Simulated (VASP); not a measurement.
Set up this calculation in VASP 6.6.1, as the native input.

```
Task                   : relaxation of cell and atoms
Functional             : r2SCAN
Potentials or basis    : VASP PAW PBE potentials, release 64 (Ca_sv, Se)
Cutoff                 : 600 eV
k mesh                 : 12 × 12 × 12
Occupations            : fermi-dirac, width 0.05 eV
Spin                   : no spin polarisation
Dipole correction      : no
Further INCAR settings : ALGO = Normal; EDIFF = 1e-06; IBRION = 2; EDIFFG = -0.002; NSW = 100; ISIF = 3
```

The system is CaSe.

```
Ca Se
1.0
     2.95600    2.95600    0.00000
    -2.95600    2.95600    0.00000
     0.00000    2.95600    2.95600
Ca Se
1 1
Cartesian
  0.0000 0.0000 0.0000
  0.0000 2.9560 0.0000
```

One way to write it, as run:

POSCAR

```
CaSe
1.0
    2.9560000000      2.9560000000      0.0000000000
   -2.9560000000      2.9560000000      0.0000000000
    0.0000000000      2.9560000000      2.9560000000
Ca Se
1 1
Direct
    0.0000000000      0.0000000000      0.0000000000
    0.5000000000      0.5000000000      0.0000000000
```

INCAR.step1

```
SYSTEM = CaSe
  PREC = Accurate
  ENCUT = 600
  ISMEAR = -1
  SIGMA = 0.05
  LREAL = .FALSE.
  LASPH = .TRUE.
  NELM = 100
  GGA = PE
  ALGO = Normal
  EDIFF = 1E-4
  LWAVE = .TRUE.
  LCHARG = .FALSE.
```

INCAR.step2

```
SYSTEM = CaSe
  PREC = Accurate
  ENCUT = 600
  EDIFF = 1E-6
  ISMEAR = -1
  SIGMA = 0.05
  LREAL = .FALSE.
  LASPH = .TRUE.
  NELM = 100
  ALGO = Normal
  ISIF = 3
  LWAVE = .FALSE.
  LCHARG = .FALSE.
  METAGGA = R2SCAN
  LMIXTAU = .TRUE.
  IBRION = 2
  NSW = 100
  EDIFFG = -0.002
  ISTART = 1
```

KPOINTS

```
regular mesh
0
G
  12 12 12
  0 0 0
```

Potentials or basis: VASP PAW PBE potentials, release 64 (Ca_sv, Se).

The run is started by

```sh
$ cat potpaw_PBE.64/Ca_sv/POTCAR potpaw_PBE.64/Se/POTCAR > POTCAR
$ cp INCAR.step1 INCAR
$ mpirun -np 1 vasp_std > vasp.out
$ cp INCAR.step2 INCAR
$ mpirun -np 1 vasp_std > vasp.out
```

It gave:

```
Relaxed volume                        : 26.25 Å³/atom
Relaxed cell                          : a = 4.203 Å, b = 4.203 Å, c = 4.203 Å, α = 60.00°, β = 60.00°, γ = 90.00°
Space group after relaxing (to 0.1 Å) : Fm-3m (No. 225)
Energy gained by relaxing             : 1.1 meV/atom
Ionic steps                           : 5
Pressure after relaxing               : 0.0 GPa
Band gap on the k mesh                : 2.53 eV (least direct gap 3.46 eV)
```

Caveat: the PAW data sets were made with another functional, which shifts forces and pressure a little.

Run time: 4.9 min on 1 thread of Intel(R) Xeon(R) 6975P-C (Granite Rapids), on a shared host, peak memory 0.27 GiB.
